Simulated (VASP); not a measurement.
The system is AlAs.

```xyz
32
Lattice="-5.7279 5.7279 -5.7279 -5.7279 -5.7279 5.7279 5.7279 5.7279 5.7279" Properties=species:S:1:pos:R:3 pbc="T T T"
Al   -5.7279    2.8640    2.8640
Al    0.0000    5.7279    0.0000
Al   -2.8640    2.8640    5.7279
Al    0.0000    2.8640    2.8640
Al    2.8640    5.7279    2.8640
Al   -5.7279   -2.8640    2.8640
Al    0.0000    0.0000    5.7279
Al    2.8640    2.8640    5.7279
Al    0.0000    0.0000    0.0000
Al   -2.8640   -2.8640    5.7279
Al   -2.8640    5.7279    2.8640
Al   -5.7279    2.8640   -2.8640
Al   -2.8640    5.7279   -2.8640
Al   -5.7279    0.0000    0.0000
Al   -2.8640    2.8640    0.0000
Al   -2.8640    0.0000    2.8640
As    4.2959    4.2959    4.2959
As   -1.4320    7.1599    1.4320
As   -4.2959    4.2959   -4.2959
As   -1.4320    4.2959    4.2959
As   -4.2959    1.4320   -1.4320
As   -1.4320    4.2959   -1.4320
As   -1.4320    1.4320    7.1599
As   -4.2959   -1.4320    1.4320
As   -1.4320    1.4320    1.4320
As    1.4320    4.2959    1.4320
As   -4.2959   -4.2959    4.2959
As   -1.4320   -1.4320    4.2959
As    1.4320    1.4320    4.2959
As   -7.1599    1.4320    1.4320
As   -4.2959    4.2959    1.4320
As   -4.2959    1.4320    4.2959
```

Base run:

* Program: VASP 6.6.1
* Functional: PBE
* Potentials or basis: VASP PAW PBE potentials, release 64 (Al, As)
* Cutoff: 520 eV
* k mesh: 2 × 2 × 2, shifted
* Occupations: gaussian, width 0.01 eV
* Spin: no spin polarisation

Its results: band gap on the k mesh 2.26 eV; pressure 0.2 GPa.

Task: The run is repeated on the same cell with these changes: k mesh from 2 × 2 × 2, shifted to 2 × 2 × 2. What comes out?

Result: Band gap on the k mesh 1.49 eV; pressure 0.1 GPa.

A k mesh can miss the band edges.
